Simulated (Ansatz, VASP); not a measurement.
Pd in VASP and in Ansatz

File INCAR:

```
SYSTEM = Pd
ALGO = Normal
EDIFF = 1E-6
ENCUT = 520
GGA = CA
ISIF = 2
ISMEAR = -1
ISPIN = 2
LASPH = .True.
LCHARG = .False.
LMAXMIX = 4
LORBIT = 11
LREAL = .False.
LWAVE = .False.
MAGMOM = 0.5
NBANDS = 15
NELM = 150
PREC = Accurate
SIGMA = 0.05
```

Contents of KPOINTS:

```
k-points
0
Gamma
  23 23 23
  0 0 0
```

POSCAR

```
Pd
1.0
    0.0000000000      1.8943242268      1.8943242268
    1.8943242268      0.0000000000      1.8943242268
    1.8943242268      1.8943242268      0.0000000000
Pd
1
Direct
    0.0000000000      0.0000000000      0.0000000000
```

Input for Ansatz:

```yaml
crystal:
  lattice:
    - [0.0, 1.8943242189, 1.8943242189]
    - [1.8943242189, 0.0, 1.8943242189]
    - [1.8943242189, 1.8943242189, 0.0]
  atoms:
    - { symbol: Pd, position: [0.0, 0.0, 0.0], spin: 0.5 }
hamiltonian:
  xc: lda
  pseudopotentials:
    kind: paw
    azcp:
      Pd: "pseudopotentials/Pd.paw.azcp"
basis:
  ecutwfc: 420
  fft_grid_basis: typed
kpoints:
  mp_grid: { grid: [23, 23, 23], shift: [0, 0, 0] }
magnetization:
  spin_polarized: true
scf:
  occupations: { method: fermi_dirac, width: 0.05 }
output:
  stress: true
```

Alike in both runs: task single point; functional LDA; k mesh 23 × 23 × 23; occupations fermi-dirac, width 0.05 eV; collinear spin.

```csv
,VASP,Ansatz
version,VASP 6.6.1,Ansatz 0.2.0
potentials or method,"VASP PAW LDA potentials, release 64 (Pd), cutoff 520 eV","plane waves (420 eV) with PAW, scalar-relativistic"
valence electrons in the cell,10,18
```

VASP gave:

| Quantity | Value |
| --- | --- |
| pressure (GPa) | 10.4 |
| net moment per atom (μB) | 0.00 |

Which values does Ansatz return?

Pressure (GPa): 10.1; net moment per atom (μB): 0.00.

Ansatz warns that its potentials were made for another functional, while VASP's fit it. LDA's correlation is that of Perdew and Zunger in VASP and of Perdew and Wang (1992) in Ansatz. VASP's potentials hold 10 valence electrons a cell and Ansatz's 18, so a difference there can come from the potentials and not from the codes. Ansatz's warnings: seeded moment not kept.
